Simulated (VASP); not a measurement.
Input of a VASP 6.6.1 run:

The input POSCAR:

```
MgO
1.0
    0.0000000000      2.1921000000      2.1921000000
    2.1921000000      0.0000000000      2.1921000000
    2.1921000000      2.1921000000      0.0000000000
Mg O
1 1
Direct
    0.0000000000      0.0000000000      0.0000000000
    0.5000000000      0.5000000000      0.5000000000
```

Contents of INCAR.step1:

```
SYSTEM = MgO
ALGO = Normal
EDIFF = 1E-5
ENCUT = 660
GGA = PE
GGA_COMPAT = .False.
ISMEAR = -1
LASPH = .True.
LCHARG = .False.
LREAL = .False.
LWAVE = .True.
NBANDS = 11
NELM = 120
PREC = Accurate
SIGMA = 0.02
```

Contents of INCAR.step2:

```
SYSTEM = MgO
ALGO = Normal
EDIFF = 1E-6
ENCUT = 660
GGA_COMPAT = .False.
ISIF = 2
ISMEAR = -1
ISTART = 1
LASPH = .True.
LCHARG = .True.
LELF = .True.
LMIXTAU = .True.
LREAL = .False.
LVHAR = .True.
LWAVE = .False.
METAGGA = R2SCAN
NBANDS = 11
NELM = 120
PREC = Accurate
SIGMA = 0.02
```

KPOINTS

```
k-points
0
Gamma
  9 9 9
  0 0 0
```

Potentials or basis: VASP PAW PBE potentials, release 64 (Mg, O).

The run is started by

```sh
$ cat potpaw_PBE.64/Mg/POTCAR potpaw_PBE.64/O/POTCAR > POTCAR
$ cp INCAR.step1 INCAR
$ mpirun -np 1 vasp_std > vasp.out
$ cp INCAR.step2 INCAR
$ mpirun -np 1 vasp_std > vasp.out
```

(1) Predict the band gap on the k mesh.

(2) Predict the pressure.

Results:

(1) 4.48 eV.

(2) -17.5 GPa.

Caveat: the cell stands under tension; the PAW data sets were made with another functional, which shifts forces and pressure a little.
